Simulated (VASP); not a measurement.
Set up this calculation in VASP 6.6.1, as the native input.

```
Task                   : single point
Functional             : LDA
Potentials or basis    : VASP PAW LDA potentials, release 64 (Mo_sv)
Cutoff                 : 520 eV
k mesh                 : 16 × 16 × 1
Occupations            : methfessel-paxton, width 0.1 eV
Spin                   : no spin polarisation
Dipole correction      : no
Further INCAR settings : ALGO = Normal; EDIFF = 1e-06; NBANDS = 28
```

The structure of Mo lies in POSCAR:

```
Mo
1.0
    3.1150000000      0.0000000000      0.0000000000
    0.0000000000      3.1150000000      0.0000000000
    0.0000000000      0.0000000000     15.1150000000
Mo
3
Direct
    0.0000000000      0.0000000000      0.3969566656
    0.5000000000      0.5000000000      0.5000000000
    0.0000000000      0.0000000000      0.6030433344
```

The input as run:

INCAR

```
PREC = Accurate
ENCUT = 520
EDIFF = 1E-6
ISMEAR = 1
SIGMA = 0.1
LREAL = False
LASPH = True
NELM = 60
ALGO = Normal
ISIF = 2
LWAVE = False
LCHARG = False
GGA = CA
NBANDS = 28
```

KPOINTS

```
Automatic mesh
0
Gamma
  16 16 1
```

Potentials or basis: VASP PAW LDA potentials, release 64 (Mo_sv).

Run with:

```console
$ cat potpaw_LDA.64/Mo_sv/POTCAR > POTCAR
$ mpirun -np 1 vasp_std > vasp.out
```

Results of the run:

- Largest force: 1.504 eV/Å
- Band gap on the k mesh: zero (band 21 reaches 2.26 eV, above the bottom of band 22 at 0.87 eV)

Wall time 3.1 min on 1 thread of AMD EPYC 7R13 Processor (Zen 3) (shared host), peak memory 0.24 GiB.
